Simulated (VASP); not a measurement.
# LuSi2Ge3 (R32) in VASP: a series of runs

LuSi2Ge3 is run at these levels: PBE; tasks: relaxation of cell and atoms, single point.

Everything below comes from runs of VASP 6.6.1. Logs are shortened: lines on timing, memory, paths and dates and some standing lists are left out, and cuts for length are marked.

### 1 The cell of the first run

It takes space group R32 (No. 155, trigonal). Conventional cell: a = 6.503 Å, b = 6.503 Å, c = 10.765 Å, α = 90.00°, β = 90.00°, γ = 120.00°. Lu (site symmetry 32) has 12 Ge at 3.31 to 4.33 Å and 8 Si at 3.77 to 3.87 Å within 4.4 Å. Si (site symmetry 3) has 3 Ge at 1.93 Å within 2.6 Å. Ge (site symmetry 2) has 2 Si at 1.93 Å and 2 Ge at 2.08 Å within 2.6 Å.

The cell was built from a structure type or drawn by symmetry, and may not be a known phase.

### 2 Relaxation of cell and atoms, PBE

INCAR

```
SYSTEM = LuSi2Ge3
  ALGO = Normal
  EDIFF = 1E-7
  EDIFFG = -0.04
  ENCUT = 600
  GGA = PE
  IBRION = 2
  ISIF = 3
  ISMEAR = 0
  LASPH = .TRUE.
  LCHARG = .FALSE.
  LREAL = .FALSE.
  LWAVE = .FALSE.
  NELM = 80
  NSW = 90
  PREC = Accurate
  SIGMA = 0.1
```

KPOINTS

```
k-points
0
G
  3 3 3
  0 0 0
```

POSCAR

```
LuSi2Ge3
1.0
    3.2514633700      1.8772332500      3.5884568100
   -3.2514633700      1.8772332500      3.5884568100
    0.0000000000     -3.7544665000      3.5884568100
Lu Si Ge
1 2 3
Direct
    0.5000000000      0.5000000000      0.5000000000
    0.8599414700      0.8599414700      0.8599414700
    0.1400585300      0.1400585300      0.1400585300
    0.1844627300      0.8155372700      0.0000000000
    0.0000000000      0.1844627300      0.8155372700
    0.8155372700      0.0000000000      0.1844627300
```

Potentials or basis: VASP PAW PBE potentials, release 64 (Lu, Si, Ge_d).

Command:

```bash
$ cat potpaw_PBE.64/Lu/POTCAR potpaw_PBE.64/Si/POTCAR potpaw_PBE.64/Ge_d/POTCAR > POTCAR
$ mpirun -np 1 vasp_std > vasp.out
```

OUTCAR:

```text
SYSTEM = LuSi2Ge3
   EDIFF = 1E-7
   EDIFFG = -0.04
   ENCUT = 600
   GGA = PE
   IBRION = 2
   ISIF = 3
   ISMEAR = 0
   LASPH = .TRUE.
   LREAL = .FALSE.
   NELM = 80
   NSW = 90
   PREC = Accurate

 ion  position               nearest neighbor table
   1  0.500  0.500  0.500-   6 3.31   5 3.31   4 3.31   4 3.31   6 3.31   5 3.31
   2  0.860  0.860  0.860-   5 1.93   6 1.93   4 1.93   3 3.02
   3  0.140  0.140  0.140-   6 1.93   5 1.93   4 1.93   2 3.02
   4  0.184  0.816  0.000-   2 1.93   3 1.93   5 2.08   6 2.08   1 3.31   1 3.31
   5  0.000  0.184  0.816-   2 1.93   3 1.93   6 2.08   4 2.08   1 3.31   1 3.31
   6  0.816  0.000  0.184-   3 1.93   2 1.93   5 2.08   4 2.08   1 3.31   1 3.31

  LATTYP: Found a trigonal (rhomboedric) cell.
 ALAT       =     5.1935576437
 COS(alpha) =     0.2161051439

  Lattice vectors:

 A1 = (   3.2514633700,   1.8772332500,   3.5884568100)
 A2 = (  -3.2514633700,   1.8772332500,   3.5884568100)
 A3 = (   0.0000000000,  -3.7544665000,   3.5884568100)

Analysis of symmetry for initial positions (statically):
=====================================================================
 Subroutine PRICEL returns:
 Original cell was already a primitive cell.

 Routine SETGRP: Setting up the symmetry group for a
 trigonal (rhombohedral) supercell.

 Subroutine GETGRP returns: Found  6 space group operations
 (whereof  6 operations were pure point group operations)
 out of a pool of 12 trial point group operations.

The static configuration has the point symmetry D_3 .

Analysis of symmetry for dynamics (positions and initial velocities):
=====================================================================
 Subroutine PRICEL returns:
 Original cell was already a primitive cell.

 Routine SETGRP: Setting up the symmetry group for a
 trigonal (rhombohedral) supercell.

 Subroutine GETGRP returns: Found  6 space group operations
 (whereof  6 operations were pure point group operations)
 out of a pool of 12 trial point group operations.

The dynamic configuration has the point symmetry D_3 .

 Subroutine INISYM returns: Found  6 space group operations
 (whereof  6 operations are pure point group operations),
 and found     1 'primitive' translations

----------------------------------------------------------------------------------------

                                     Primitive cell

  volume of cell :     131.4184

  direct lattice vectors                    reciprocal lattice vectors
     3.251463370  1.877233250  3.588456810     0.153776913  0.088783142  0.092890440
    -3.251463370  1.877233250  3.588456810    -0.153776913  0.088783142  0.092890440
     0.000000000 -3.754466500  3.588456810     0.000000000 -0.177566284  0.092890440

  length of vectors
     5.193557644  5.193557644  5.193557642     0.200395657  0.200395657  0.200395657

  position of ions in fractional coordinates (direct lattice)
     0.500000000  0.500000000  0.500000000
     0.859941470  0.859941470  0.859941470
     0.140058530  0.140058530  0.140058530
     0.184462730  0.815537270  0.000000000
     0.000000000  0.184462730  0.815537270
     0.815537270  0.000000000  0.184462730

  ion indices of the primitive-cell ions
   primitive index   ion index
                 1           1
                 2           2
                 3           3
                 4           4
                 5           5
                 6           6

----------------------------------------------------------------------------------------

 KPOINTS: k-points

Automatic generation of k-mesh.
 Grid dimensions read from file:
 generate k-points for:    3    3    3

 Generating k-lattice:

  Cartesian coordinates                     Fractional coordinates (reciprocal lattice)
     0.051258971  0.029594381  0.030963480     0.333333333  0.000000000  0.000000000
    -0.051258971  0.029594381  0.030963480     0.000000000  0.333333333  0.000000000
     0.000000000 -0.059188761  0.030963480     0.000000000  0.000000000  0.333333333

  Length of vectors
     0.066798552  0.066798552  0.066798552

  Shift w.r.t. Gamma in fractional coordinates (k-lattice)
     0.000000000  0.000000000  0.000000000

 Subroutine IBZKPT returns following result:
 ===========================================

 Found      6 irreducible k-points:

 Following reciprocal coordinates:
            Coordinates               Weight
  0.000000  0.000000  0.000000      1.000000
  0.333333 -0.000000  0.000000      6.000000
  0.333333  0.333333  0.000000      6.000000
 -0.333333  0.333333  0.000000      6.000000
  0.333333  0.333333  0.333333      2.000000
 -0.333333  0.333333  0.333333      6.000000
   k-points           NKPTS =      6   k-points in BZ     NKDIM =      6   number of bands    NBANDS=     45
   number of dos      NEDOS =    301   number of ions     NIONS =      6
   total plane-waves  NPLWV =  74088
   dimension x,y,z NGX =    42 NGY =   42 NGZ =   42
[... 31 lines left out ...]
   IALGO  =     38    algorithm
   IMIX   =      4    mixing-type and parameters
     AMIX     =   0.40;   BMIX     =  1.00
     AMIX_MAG =   1.60;   BMIX_MAG =  1.00
  volume/ion in A,a.u.               =      21.90       147.81
  Fermi-wavevector in a.u.,A,eV,Ry     =   1.357927  2.566111 25.088693  1.843967
  Thomas-Fermi vector in A             =   2.484804
   LORBIT       =      0    0 simple, 1 ext, 2 COOP (PROOUT), +10 PAW based schemes
   GGA     = PE    functional components
   LHFCALC =     F    Hartree Fock is set to
   AEXX    =    0.0000 exact exchange contribution
   IVDW    =     0    specifies the selected vdW correction
   LEPSILON=     F    determine dielectric tensor
   LRPA    =     F    only Hartree local field effects (RPA)
 conjugate gradient relaxation of ions
 non-spin polarized calculation
 Gauss-broadening in eV      SIGMA  =   0.10
  energy-cutoff  :      600.00
  volume of cell :      131.42
 maximum number of plane-waves:      4397
 NGX is ok and might be reduce to    42
   NGX = 21   NGY = 21   NGZ = 21

--------------------------------------- Ionic step        1  -------------------------------------------

 number of electron      75.0000015 magnetization

 Free energy of the ion-electron system (eV)
  ---------------------------------------------------
  ext. energy  EPLUGINS =         0.00000000
  ---------------------------------------------------
  free energy    TOTEN  =       -10.59164675 eV

  energy without entropy =      -10.57124367  energy(sigma->0) =      -10.58144521

 E-fermi :   5.3167     XC(G=0):  -9.9710

 val. band max:        5.2127181786   @ k =  -0.3333   0.3333   0.0000
 cond. band min:       5.3854993960   @ k =   0.3333  -0.0000   0.0000
 fundamental gap:      0.1727812174
 Fermi energy:         5.3166752204

 k-point     1 :       0.0000    0.0000    0.0000
  band No.  band energies     occupation
      1     -53.0475      2.00000
      2     -23.6287      2.00000
      3     -23.6287      2.00000
      4     -23.5864      2.00000
      5     -21.0370      2.00000
      6     -20.7214      2.00000
[... 390 lines left out ...]
  FREE ENERGIE OF THE ION-ELECTRON SYSTEM (eV)
  ---------------------------------------------------
  free  energy   TOTEN  =       -18.2343020736 eV

  energy  without entropy=      -18.2007015487  energy(sigma->0) =      -18.21750181

 E-fermi :  -0.2990     XC(G=0):  -6.7703

 val. band max:       -0.3373953137   @ k =  -0.3333   0.3333   0.0000
 cond. band min:      -0.2638168189   @ k =   0.3333  -0.0000   0.0000
 fundamental gap:      0.0735784948
 Fermi energy:        -0.2989987725

 k-point     1 :       0.0000    0.0000    0.0000
  band No.  band energies     occupation
      1     -58.7928      2.00000
      2     -29.3865      2.00000
      3     -29.3865      2.00000
      4     -29.2281      2.00000
      5     -24.9101      2.00000
      6     -24.9101      2.00000
[... 277 lines left out ...]
     44       1.4839      0.00000
     45       1.7404      0.00000

 E-fermi :   4.3744     XC(G=0):  -9.7482

 val. band max:        4.3716205077   @ k =  -0.3333   0.3333   0.0000
 cond. band min:       4.3959022087   @ k =   0.3333   0.3333   0.0000
 fundamental gap:      0.0242817010
 Fermi energy:         4.3744023648

 k-point     1 :       0.0000    0.0000    0.0000
  band No.  band energies     occupation
      1     -53.7186      2.00000
      2     -24.3026      2.00000
      3     -24.3026      2.00000
      4     -24.2846      2.00000
      5     -20.2839      2.00000
      6     -20.2679      2.00000
[... 277 lines left out ...]
     44       7.0923      0.00000
     45       7.2786      0.00000

[... ionic steps 4 to 31 ...]

--------------------------------------- Ionic step       32  -------------------------------------------

 number of electron      75.0000022 magnetization

------------------------ aborting loop because EDIFF is reached ----------------------------------------

  FORCE on cell =-STRESS in cart. coord.  units (eV):
  Direction    XX          YY          ZZ          XY          YZ          ZX
  --------------------------------------------------------------------------------------
  -------------------------------------------------------------------------------------
  Total       -0.0034588     -0.0034588     -0.2106640      0.0000000      0.0000000      0.0000000
  in kB       -0.0436864     -0.0436864     -2.6608050      0.0000000      0.0000000      0.0000000
  external PRESSURE =      -0.9160592 kB  Pullay stress =       0.0000000 kB
[... 65 lines left out ...]
  energy  without entropy=      -28.1019761093  energy(sigma->0) =      -28.10724804

--------------------------------------- Ionic step       34  -------------------------------------------

 number of electron      75.0000021 magnetization

 Free energy of the ion-electron system (eV)
  ---------------------------------------------------
  ext. energy  EPLUGINS =         0.00000000
  ---------------------------------------------------
  free energy    TOTEN  =       -28.11267841 eV

  energy without entropy =      -28.10221109  energy(sigma->0) =      -28.10744475

 E-fermi :   5.4935     XC(G=0): -10.4767

 val. band max:        5.2029095753   @ k =  -0.3333   0.3333   0.0000
 cond. band min:       5.5427026792   @ k =  -0.3333   0.3333   0.3333
 fundamental gap:      0.3397931039
 Fermi energy:         5.4934568983

 k-point     1 :       0.0000    0.0000    0.0000
  band No.  band energies     occupation
      1     -50.8256      2.00000
      2     -21.5864      2.00000
      3     -21.5864      2.00000
      4     -21.4811      2.00000
      5     -19.0578      2.00000
      6     -19.0391      2.00000
[... 310 lines left out ...]
  FREE ENERGIE OF THE ION-ELECTRON SYSTEM (eV)
  ---------------------------------------------------
  free  energy   TOTEN  =       -28.1126784138 eV

  energy  without entropy=      -28.1022110864  energy(sigma->0) =      -28.10744475

 reached required accuracy - stopping structural energy minimisation
```

Wall time 22 min (1 thread of Intel Xeon 6975P-C (Granite Rapids), shared host); peak memory 0.33 GiB.

Results:

```yaml
Free_energy: -28.1127 eV
Relaxed_volume: 21.07 Å³/atom
Relaxed_cell: a = 5.025 Å, b = 5.025 Å, c = 5.025 Å, α = 87.21°, β = 87.21°, γ = 87.21°
Space_group_after_relaxing_to_0.1_Å: R32 (No. 155)
Energy_gained_by_relaxing: 2920.2 meV/atom
Ionic_steps: 34
Pressure_after_relaxing: 0.2 GPa
Largest_force_after_relaxing: 0.026 eV/Å
Band_gap_on_the_k_mesh: zero (an odd number of electrons rules out a gap without spin polarisation)
```

Forces on the atoms (eV/Å):
```
Lu   0.000  0.000  0.000
Si   0.000  0.000  0.026
Si   0.000  0.000 -0.026
Ge  -0.009  0.000  0.000
Ge   0.004 -0.008  0.000
Ge   0.004  0.008  0.000
```

The path:
```csv
step,energy change (eV),largest force (eV/Å),pressure (GPa),volume (Å³)
1,0.0000,23.7897,57.22,131.42
2,-7.4103,1.7266,-7.08,341.71
3,-7.6427,1.7289,-7.34,328.31
4,-7.8618,1.7251,-7.62,316.15
5,-11.8535,0.3858,-11.55,210.68
6,-15.2105,0.6298,-10.33,168.00
7,-16.1315,1.2071,-4.50,148.98
8,-16.1321,1.1476,-4.74,149.38
9,-16.6377,1.0740,-2.60,137.33
10,-16.9745,1.3506,2.77,121.51
11,-17.2537,0.4290,1.00,120.64
12,-17.2814,0.1709,0.96,120.14
13,-17.3261,0.1016,-0.13,122.52
14,-17.3575,0.0284,-1.77,126.60
15,-17.3804,0.0531,-1.27,126.13
16,-17.3979,0.1358,-0.43,125.42
17,-17.3895,0.3715,1.75,123.84
18,-17.4031,0.2043,0.13,125.01
19,-17.4042,0.2780,0.74,124.55
20,-17.4045,0.2531,0.51,124.71
21,-17.4142,0.2887,0.45,125.27
22,-17.4238,0.3234,0.25,126.88
23,-17.4259,0.3232,0.31,126.27
24,-17.4433,0.2939,-0.27,127.37
25,-17.4620,0.2433,-1.40,129.81
26,-17.4741,0.2398,-1.24,129.43
27,-17.4995,0.2444,-0.61,128.30
28,-17.4949,0.2849,0.82,126.05
29,-17.5071,0.2601,-0.02,127.32
30,-17.5150,0.1817,-0.06,127.16
31,-17.5204,0.0576,-0.09,126.86
32,-17.5204,0.0525,-0.09,126.85
33,-17.5209,0.0402,0.03,126.66
34,-17.5210,0.0258,0.18,126.44
```

Final structure:
```xyz
6
Lattice="3.4656 2.0008 3.0390 -3.4656 2.0008 3.0390 0.0000 -4.0017 3.0390" Properties=species:S:1:pos:R:3 pbc="T T T"
Lu    0.0000    0.0000    4.5585
Si    0.0000    0.0000    7.3981
Si    0.0000    0.0000    1.7189
Ge   -1.4458    2.0008    3.0390
Ge    2.4557   -0.2517    6.0780
Ge    2.4557    0.2517    3.0390
```

Caveat: the k points lie up to 0.42 Å⁻¹ apart in the final cell, too coarse for converged energies and pressures of a metal; spin-orbit coupling is left out, which moves the levels of the heavy elements.

### 3 Single point, PBE

This run uses another cell than the first one, of 20.94 Å³/atom.

INCAR

```
PREC = Accurate ; ENCUT = 520
EDIFF = 1E-6 ; ISMEAR = 0
SIGMA = 0.1 ; LREAL = F
LASPH = T ; NELM = 60
ALGO = Normal ; ISIF = 2
LWAVE = F ; LCHARG = F
GGA = PE ; NBANDS = 46
```

KPOINTS

```
regular mesh
0
Gamma
  6 6 6
```

POSCAR

```
LuSi2Ge3
1.0
    3.4268969480      1.9785198755      3.0877642062
   -3.4268969480      1.9785198755      3.0877642062
    0.0000000000     -3.9570397509      3.0877642063
Lu Si Ge
1 2 3
Direct
    0.5000000000      0.5000000000      0.5000000000
    0.8067024879      0.8067024879      0.8067024879
    0.1932975121      0.1932975121      0.1932975121
    0.2801872687      0.7198127313      0.0000000000
    0.0000000000      0.2801872687      0.7198127313
    0.7198127313      0.0000000000      0.2801872687
```

Potentials or basis: VASP PAW PBE potentials, release 64 (Lu, Si, Ge_d).

Command:

```bash
$ cat potpaw_PBE.64/Lu/POTCAR potpaw_PBE.64/Si/POTCAR potpaw_PBE.64/Ge_d/POTCAR > POTCAR
$ mpirun -np 1 vasp_std > vasp.out
```

Run time: 84 s. Hardware: 1 thread of Intel Xeon 6975P-C (Granite Rapids), shared host; peak memory 0.35 GiB.

It converged, with:

```
Free energy            : -28.1970 eV
Pressure               : 0.1 GPa
Largest force          : 0.009 eV/Å
Band gap on the k mesh : zero (an odd number of electrons rules out a gap without spin polarisation)
```

Forces on the atoms (eV/Å):
```
Lu   0.000  0.000  0.000
Si   0.000  0.000  0.009
Si   0.000  0.000 -0.009
Ge  -0.007  0.000  0.000
Ge   0.003 -0.006  0.000
Ge   0.003  0.006  0.000
```

Stress tensor (GPa, compression positive):
```
0.03 0.00 0.00
0.00 0.03 0.00
0.00 0.00 0.13
```

Levels at points of the mesh, in eV from the Fermi level:
| k point | band 35 | band 36 | band 37 | band 38 | band 39 | band 40 | band 41 | band 42 |
| --- | --- | --- | --- | --- | --- | --- | --- | --- |
| (0.00, 0.00, 0.00) | -2.00 | -2.00 | -0.99 | -0.82 | -0.82 | 1.74 | 1.74 | 2.42 |
| (0.50, 0.00, 0.00) | -2.35 | -1.85 | -0.48 | 0.05 | 0.32 | 1.26 | 1.80 | 2.54 |
| (0.50, 0.50, 0.00) | -2.60 | -0.67 | -0.57 | -0.15 | 1.41 | 1.97 | 2.57 | 3.13 |
| (0.50, 0.50, 0.50) | 0.95 | 0.95 | 0.98 | 1.56 | 1.56 | 1.93 | 2.50 | 2.50 |

Caveat: spin-orbit coupling is left out, which moves the levels of the heavy elements.

### 4 Relaxation of cell and atoms, PBE

This run uses another cell than the first one, of 21.14 Å³/atom.

INCAR

```
SYSTEM = LuSi2Ge3
PREC = Accurate
ENCUT = 600
EDIFF = 1E-6
ISMEAR = 0
SIGMA = 0.1
LREAL = .False.
LASPH = .True.
NELM = 100
ALGO = Normal
ISIF = 3
LWAVE = .False.
LCHARG = .False.
GGA = PE
IBRION = 2
NSW = 100
EDIFFG = -0.01
```

KPOINTS

```
Automatic mesh
0
Gamma
  6 6 6
  0 0 0
```

POSCAR

```
LuSi2Ge3
1.0
    3.4729234610      2.0050932951      3.0353680157
   -3.4729234610      2.0050932951      3.0353680157
    0.0000000000     -4.0101865901      3.0353680157
Lu Si Ge
1 2 3
Direct
    0.5000000000      0.5000000000      0.5000000000
    0.8126282550      0.8126282550      0.8126282550
    0.1873717450      0.1873717450      0.1873717450
    0.2914273235      0.7085726765      0.0000000000
    0.0000000000      0.2914273235      0.7085726765
    0.7085726765      0.0000000000      0.2914273235
```

Command:

```bash
$ cat potpaw_PBE.64/Lu/POTCAR potpaw_PBE.64/Si/POTCAR potpaw_PBE.64/Ge_d/POTCAR > POTCAR
$ mpirun -np 1 vasp_std > vasp.out
```

It took 18 min on 1 thread of Intel Xeon 6975P-C (Granite Rapids), shared host; peak memory 0.39 GiB.

Results (log left out):

| Quantity | Value |
| --- | --- |
| Free energy | -28.1980 eV |
| Relaxed volume | 20.94 Å³/atom |
| Relaxed cell | a = 5.020 Å, b = 5.020 Å, c = 5.020 Å, α = 86.04°, β = 86.04°, γ = 86.04° |
| Space group after relaxing (to 0.1 Å) | R32 (No. 155) |
| Energy gained by relaxing | 2.7 meV/atom |
| Ionic steps | 16 |
| Pressure after relaxing | 0.0 GPa |
| Band gap on the k mesh | zero (an odd number of electrons rules out a gap without spin polarisation) |

The path:
```tsv
step	energy change (eV)	largest force (eV/Å)	pressure (GPa)	volume (Å³)
1	0.0000	0.1567	-0.03	126.82
2	-0.0033	0.1171	0.01	126.75
3	-0.0064	0.1025	0.13	126.60
4	-0.0080	0.0898	-0.14	127.02
5	-0.0086	0.0803	-0.31	127.33
6	-0.0097	0.0678	-0.25	127.15
7	-0.0121	0.0277	0.02	126.62
8	-0.0120	0.0648	0.41	125.57
9	-0.0129	0.0147	0.21	126.12
10	-0.0138	0.0268	0.13	126.13
11	-0.0150	0.0572	-0.05	126.16
12	-0.0151	0.0700	-0.09	126.17
13	-0.0159	0.0452	-0.01	125.99
14	-0.0163	0.0181	0.04	125.79
15	-0.0161	0.0345	0.19	125.38
16	-0.0164	0.0015	0.02	125.66
```

Final structure:
```xyz
6
Lattice="3.4252 1.9775 3.0921 -3.4252 1.9775 3.0921 0.0000 -3.9550 3.0921" Properties=species:S:1:pos:R:3 pbc="T T T"
Lu    0.0000    0.0000    4.6381
Si    0.0000    0.0000    7.4815
Si    0.0000    0.0000    1.7947
Ge   -1.5094    1.9775    3.0921
Ge   -0.9579   -2.2959    3.0921
Ge   -0.9579    2.2959    6.1841
```

Levels at points of the mesh, in eV from the Fermi level:
```tsv
k point	band 36	band 37	band 38	band 39	band 40	band 41
(0.00, 0.00, 0.00)	-2.01	-1.02	-0.82	-0.82	1.74	1.74
(0.50, 0.00, 0.00)	-1.86	-0.48	0.03	0.31	1.26	1.80
(0.50, 0.50, 0.00)	-0.66	-0.56	-0.14	1.40	1.96	2.57
(0.50, 0.50, 0.50)	0.93	0.97	1.55	1.55	1.92	2.50
```

Caveat: spin-orbit coupling is left out, which moves the levels of the heavy elements.

### 5 Overview

```csv
task,cell,k mesh,cutoff (eV),gap on the mesh (eV),pressure (GPa),relaxed volume (Å³/atom),largest force (eV/Å)
relaxation of cell and atoms,"relaxed from a = 5.194 Å, angles 77.5°, 6 atoms, atomic positions A",3 × 3 × 3,600,none,0.2,21.07,0.03
single point,"a = 5.019 Å, angles 86.1°, 6 atoms, atomic positions B",6 × 6 × 6,520,none,0.1,-,0.01
relaxation of cell and atoms,"relaxed from a = 5.029 Å, angles 87.3°, 6 atoms, atomic positions C",6 × 6 × 6,600,none,0.0,20.94,-
```

Alike in all rows: level PBE; potentials or basis VASP PAW PBE potentials, release 64 (Lu, Si, Ge_d); no spin polarisation; smearing gaussian 0.1 eV.

Caveats: some runs use coarse meshes; spin-orbit coupling is left out, which moves the levels of the heavy elements.

Absolute energies hang on the potentials; compare differences alone.
